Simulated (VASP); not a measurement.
# ZnCuC6N6 (Fm-3m) in VASP: single point with PBE

Aim: the single point of ZnCuC6N6 with PBE.

Program: VASP 6.6.1. These are calculated values, not measurements. Logs are shortened: lines on timing, memory, paths and dates and some standing lists are left out, and cuts for length are marked.

## (1) The cell of the first run

The structure is cubic, space group Fm-3m (No. 225). Conventional cell: a = 10.571 Å, b = 10.571 Å, c = 10.571 Å, α = 90.00°, β = 90.00°, γ = 90.00°. Within 2.8 Å of Zn (site symmetry m-3m) lie 6 C at 2.13 Å. Within 2.6 Å of Cu (site symmetry m-3m) lie 6 N at 1.99 Å. Within 1.6 Å of C (site symmetry 4mm) lie 1 N at 1.17 Å. N (site symmetry 4mm) has 1 C at 1.17 Å within 1.6 Å.

## (2) Single point, PBE, collinear spin

Input file INCAR:

```
SYSTEM = ZnCuC6N6
PREC = Accurate
ENCUT = 520
EDIFF = 1E-6
ISMEAR = 0
SIGMA = 0.1
LREAL = .False.
LASPH = .True.
NELM = 150
ALGO = Normal
ISIF = 2
LWAVE = .False.
LCHARG = .True.
ISPIN = 2
MAGMOM = 0 1 0 0 0 0 0 0 0 0 0 0 0 0
LORBIT = 11
LMAXMIX = 4
GGA = PE
LELF = .True.
LVHAR = .True.
NBANDS = 56
```

Input file KPOINTS:

```
Automatic mesh
0
Gamma
  4 4 4
  0 0 0
```

Input file POSCAR:

```
ZnCuC6N6
1.0
    0.0000000000      5.2854256703      5.2854256703
    5.2854256703      0.0000000000      5.2854256703
    5.2854256703      5.2854256703      0.0000000000
Zn Cu C N
1 1 6 6
Direct
    0.0000000000      0.0000000000      0.0000000000
    0.5000000000      0.5000000000      0.5000000000
    0.7989230329      0.2010769671      0.2010769671
    0.2010769671      0.7989230329      0.2010769671
    0.2010769671      0.2010769671      0.7989230329
    0.2010769671      0.7989230329      0.7989230329
    0.7989230329      0.2010769671      0.7989230329
    0.7989230329      0.7989230329      0.2010769671
    0.6887048475      0.3112951525      0.3112951525
    0.3112951525      0.6887048475      0.3112951525
    0.3112951525      0.3112951525      0.6887048475
    0.3112951525      0.6887048475      0.6887048475
    0.6887048475      0.3112951525      0.6887048475
    0.6887048475      0.6887048475      0.3112951525
```

Potentials or basis: VASP PAW PBE potentials, release 64 (Zn, Cu, C, N).

The run is started by

```bash
> cat potpaw_PBE.64/Zn/POTCAR potpaw_PBE.64/Cu/POTCAR potpaw_PBE.64/C/POTCAR potpaw_PBE.64/N/POTCAR > POTCAR
> mpirun -np 1 vasp_std > vasp.out
```

OUTCAR:

```text
SYSTEM = ZnCuC6N6
   PREC = Accurate
   ENCUT = 520
   EDIFF = 1E-6
   ISMEAR = 0
   LREAL = .False.
   LASPH = .True.
   NELM = 150
   ISIF = 2
   ISPIN = 2
   LORBIT = 11
   GGA = PE

 ion  position               nearest neighbor table
   1  0.000  0.000  0.000-   3 2.13   4 2.13   5 2.13   6 2.13   7 2.13   8 2.13
   2  0.500  0.500  0.500-   9 1.99  10 1.99  11 1.99  12 1.99  13 1.99  14 1.99
   3  0.799  0.201  0.201-   9 1.17   1 2.13
   4  0.201  0.799  0.201-  10 1.17   1 2.13
   5  0.201  0.201  0.799-  11 1.17   1 2.13
   6  0.201  0.799  0.799-  12 1.17   1 2.13
   7  0.799  0.201  0.799-  13 1.17   1 2.13
   8  0.799  0.799  0.201-  14 1.17   1 2.13
   9  0.689  0.311  0.311-   3 1.17   2 1.99
  10  0.311  0.689  0.311-   4 1.17   2 1.99
  11  0.311  0.311  0.689-   5 1.17   2 1.99
  12  0.311  0.689  0.689-   6 1.17   2 1.99
  13  0.689  0.311  0.689-   7 1.17   2 1.99
  14  0.689  0.689  0.311-   8 1.17   2 1.99

  LATTYP: Found a face centered cubic cell.
 ALAT       =    10.5708513406

  Lattice vectors:

 A1 = (   0.0000000000,   5.2854256703,   5.2854256703)
 A2 = (   5.2854256703,   0.0000000000,   5.2854256703)
 A3 = (   5.2854256703,   5.2854256703,   0.0000000000)

Analysis of symmetry for initial positions (statically):
=====================================================================
 Subroutine PRICEL returns:
 Original cell was already a primitive cell.

 Routine SETGRP: Setting up the symmetry group for a
 face centered cubic supercell.

 Subroutine GETGRP returns: Found 48 space group operations
 (whereof 48 operations were pure point group operations)
 out of a pool of 48 trial point group operations.

The static configuration has the point symmetry O_h .

Analysis of symmetry for dynamics (positions and initial velocities):
=====================================================================
 Subroutine PRICEL returns:
 Original cell was already a primitive cell.

 Routine SETGRP: Setting up the symmetry group for a
 face centered cubic supercell.

 Subroutine GETGRP returns: Found 48 space group operations
 (whereof 48 operations were pure point group operations)
 out of a pool of 48 trial point group operations.

The dynamic configuration has the point symmetry O_h .

Analysis of structural, dynamic, and magnetic symmetry:
=====================================================================
[... 595 lines left out ...]
     49       3.2296      0.00000
     50       3.6749      0.00000
 Fermi energy:        -2.9133315922

 spin component 2

 k-point     1 :       0.0000    0.0000    0.0000
  band No.  band energies     occupation
      1     -19.6597      1.00000
      2     -19.4016      1.00000
      3     -19.4016      1.00000
      4     -19.4016      1.00000
      5     -19.3179      1.00000
      6     -19.3179      1.00000
[... 413 lines left out ...]
     49       3.2406      0.00000
     50       3.6759      0.00000
 [bands above 50 left out]

------------------------ aborting loop because EDIFF is reached ----------------------------------------

  FORCE on cell =-STRESS in cart. coord.  units (eV):
  Direction    XX          YY          ZZ          XY          YZ          ZX
  --------------------------------------------------------------------------------------
  -------------------------------------------------------------------------------------
  Total        1.8338425      1.8338425      1.8338425      0.0000000      0.0000000      0.0000000
  in kB        9.9495335      9.9495335      9.9495335      0.0000000      0.0000000      0.0000000
  external PRESSURE =       9.9495335 kB  Pullay stress =       0.0000000 kB

 VOLUME and BASIS-vectors are now :
 -----------------------------------------------------------------------------
  energy-cutoff  :      520.00
  volume of cell :      295.30
      direct lattice vectors                 reciprocal lattice vectors
     0.000000000  5.285425670  5.285425670    -0.094599760  0.094599760  0.094599760
     5.285425670  0.000000000  5.285425670     0.094599760 -0.094599760  0.094599760
     5.285425670  5.285425670  0.000000000     0.094599760  0.094599760 -0.094599760

 POSITION                                       TOTAL-FORCE (eV/Angst)
 -----------------------------------------------------------------------------------
      0.00000      0.00000      0.00000         0.000000     -0.000000     -0.000000
      5.28543      5.28543      5.28543        -0.000000     -0.000000     -0.000000
      2.12555      5.28543      5.28543        -0.419618     -0.000000     -0.000000
      5.28543      2.12555      5.28543         0.000000     -0.419618     -0.000000
      5.28543      5.28543      2.12555         0.000000     -0.000000     -0.419618
      8.44530      5.28543      5.28543         0.419618     -0.000000     -0.000000
      5.28543      8.44530      5.28543         0.000000      0.419618     -0.000000
      5.28543      5.28543      8.44530         0.000000     -0.000000      0.419618
      3.29065      5.28543      5.28543         0.407897     -0.000000     -0.000000
      5.28543      3.29065      5.28543         0.000000      0.407897     -0.000000
      5.28543      5.28543      3.29065         0.000000     -0.000000      0.407897
      7.28020      5.28543      5.28543        -0.407897     -0.000000     -0.000000
      5.28543      7.28020      5.28543         0.000000     -0.407897     -0.000000
      5.28543      5.28543      7.28020         0.000000     -0.000000     -0.407897
 -----------------------------------------------------------------------------------
    total drift:                                0.000000      0.000000      0.000000

  FREE ENERGIE OF THE ION-ELECTRON SYSTEM (eV)
  ---------------------------------------------------
  free  energy   TOTEN  =       -98.5844761977 eV

  energy  without entropy=      -98.5700770193  energy(sigma->0) =      -98.57727661

 total charge

# of ion       s       p       d       tot
------------------------------------------
    1        0.472   0.619   9.749  10.839
    2        0.379   0.546   8.903   9.828
    3        0.975   1.582   0.000   2.557
    4        0.975   1.582   0.000   2.557
    5        0.975   1.582   0.000   2.557
    6        0.975   1.582   0.000   2.557
    7        0.975   1.582   0.000   2.557
    8        0.975   1.582   0.000   2.557
    9        1.314   2.562   0.000   3.876
   10        1.314   2.562   0.000   3.876
   11        1.314   2.562   0.000   3.876
   12        1.314   2.562   0.000   3.876
   13        1.314   2.562   0.000   3.876
   14        1.314   2.562   0.000   3.876
--------------------------------------------------
tot         14.581  26.028  18.651  59.260

 magnetization (x)

# of ion       s       p       d       tot
------------------------------------------
    1        0.005   0.011  -0.045  -0.029
    2       -0.004  -0.007   0.675   0.665
    3       -0.007  -0.009   0.000  -0.016
    4       -0.007  -0.009   0.000  -0.016
    5       -0.007  -0.009   0.000  -0.016
    6       -0.007  -0.009   0.000  -0.016
    7       -0.007  -0.009   0.000  -0.016
    8       -0.007  -0.009   0.000  -0.016
    9        0.017   0.059   0.000   0.076
   10        0.017   0.059   0.000   0.076
   11        0.017   0.059   0.000   0.076
   12        0.017   0.059   0.000   0.076
   13        0.017   0.059   0.000   0.076
   14        0.017   0.059   0.000   0.076
--------------------------------------------------
tot          0.059   0.308   0.630   0.997
```

OSZICAR:

```text
N       E                     dE             d eps       ncg     rms          rms(c)
DAV:   1     0.697694106687E+03    0.69769E+03   -0.32870E+04  1792   0.130E+03
DAV:   2     0.777091993024E+01   -0.68992E+03   -0.61842E+03  1992   0.332E+02
DAV:   3    -0.113550203209E+03   -0.12132E+03   -0.11823E+03  2336   0.151E+02
[... 16 lines left out ...]
DAV:  20    -0.985844554554E+02    0.11690E-03   -0.20504E-03  2384   0.592E-01    0.742E-02
DAV:  21    -0.985844755843E+02   -0.20129E-04   -0.20783E-04  2568   0.150E-01    0.412E-02
DAV:  22    -0.985844726535E+02    0.29308E-05   -0.93616E-06  2224   0.210E-02    0.354E-02
DAV:  23    -0.985844765305E+02   -0.38770E-05   -0.12135E-05  2272   0.298E-02    0.344E-02
DAV:  24    -0.985844761977E+02    0.33287E-06   -0.61311E-06  1496   0.272E-02
   1 F= -.98584476E+02 E0= -.98577277E+02  d E =-.143992E-01  mag=     0.9720
```

Wall time 9.3 min (1 thread of AMD EPYC 7R43 (Zen 3), shared host); peak memory 0.63 GiB.

What came out:

- Free energy: -98.5845 eV
- Pressure: 1.0 GPa
- Largest force: 0.420 eV/Å
- Band gap on the k mesh: zero (filled and empty bands overlap)
- Net moment: 0.97 μB per cell
- Site moments: Zn -0.03; Cu +0.67; C -0.02; N +0.08 μB
- Valence electrons inside the program's atomic spheres: Zn 10.84; Cu 9.83; C 2.56; N 3.88

Forces on the atoms (eV/Å):
```
Zn   0.000  0.000  0.000
Cu   0.000  0.000  0.000
C   -0.420  0.000  0.000
C    0.000 -0.420  0.000
C    0.000  0.000 -0.420
C    0.420  0.000  0.000
C    0.000  0.420  0.000
C    0.000  0.000  0.420
N    0.408  0.000  0.000
N    0.000  0.408  0.000
N    0.000  0.000  0.408
N   -0.408  0.000  0.000
N    0.000 -0.408  0.000
N    0.000  0.000 -0.408
```

Caveat: a cell with one magnetic atom can't hold antiferromagnetic order, which such compounds often take. With open d or f shells a metallic result of PBE can be an artefact of self-interaction; +U or a hybrid may open a gap.
